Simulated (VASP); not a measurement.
Set up this calculation in VASP 6.6.1, as the native input.

| Property | Result |
| --- | --- |
| Task | single point |
| Functional | r2SCAN |
| Potentials or basis | VASP PAW PBE potentials, release 64 (Mg, S) |
| Cutoff | 520 eV |
| k mesh | 12 × 12 × 4 |
| Occupations | gaussian, width 0.01 eV |
| Spin | no spin polarisation |
| Dipole correction | no |
| Further INCAR settings | ALGO = Normal; EDIFF = 1e-06; NBANDS = 16 |

Crystal: MgS.

```
CELL_PARAMETERS angstrom
4.12934 0.00000 0.00000
-2.06467 3.57611 0.00000
0.00000 0.00000 6.28617
ATOMIC_POSITIONS crystal
Mg 0.33333 0.66667 0.99138
Mg 0.66667 0.33333 0.49138
S 0.33333 0.66667 0.38362
S 0.66667 0.33333 0.88362
```

This cell differs from its parent crystal: epitaxial xy strain +2.5%.

One way to write it, as run:

POSCAR

```
MgS
1.0
    4.1293412784      0.0000000000      0.0000000000
   -2.0646706392      3.5761144480      0.0000000000
    0.0000000000      0.0000000000      6.2861657064
Mg S
2 2
Direct
    0.3333333333      0.6666666667     -0.0086241989
    0.6666666667      0.3333333333      0.4913758011
    0.3333333333      0.6666666667      0.3836241989
    0.6666666667      0.3333333333      0.8836241989
```

INCAR.step1

```
  ALGO = Normal
  EDIFF = 1E-4
  ENCUT = 520
  GGA = PE
  ISMEAR = 0
  LASPH = True
  LCHARG = False
  LREAL = False
  LWAVE = True
  NBANDS = 16
  NELM = 80
  PREC = Accurate
  SIGMA = 0.01
```

INCAR.step2

```
  ALGO = Normal
  EDIFF = 1E-6
  ENCUT = 520
  ISIF = 2
  ISMEAR = 0
  ISTART = 1
  LASPH = True
  LCHARG = False
  LMIXTAU = True
  LREAL = False
  LWAVE = False
  METAGGA = R2SCAN
  NBANDS = 16
  NELM = 80
  PREC = Accurate
  SIGMA = 0.01
```

KPOINTS

```
k-points
0
Gamma
  12 12 4
```

Potentials or basis: VASP PAW PBE potentials, release 64 (Mg, S).

Command:

```console
$ cat potpaw_PBE.64/Mg/POTCAR potpaw_PBE.64/S/POTCAR > POTCAR
$ cp INCAR.step1 INCAR
$ mpirun -np 1 vasp_std > vasp.out
$ cp INCAR.step2 INCAR
$ mpirun -np 1 vasp_std > vasp.out
```

Results of the run:

```json
{"Pressure": "-1.8 GPa", "Band gap on the k mesh": "3.82 eV"}
```

Caveat: the cell differs from its parent crystal (epitaxial xy strain +2.5%); the structure was generated, so it needn't be the stable form of MgS; the PAW data sets were made with another functional, which shifts forces and pressure a little.

It took 6.8 min on 1 thread of Intel Xeon 8259CL (shared host), peak memory 0.27 GiB.
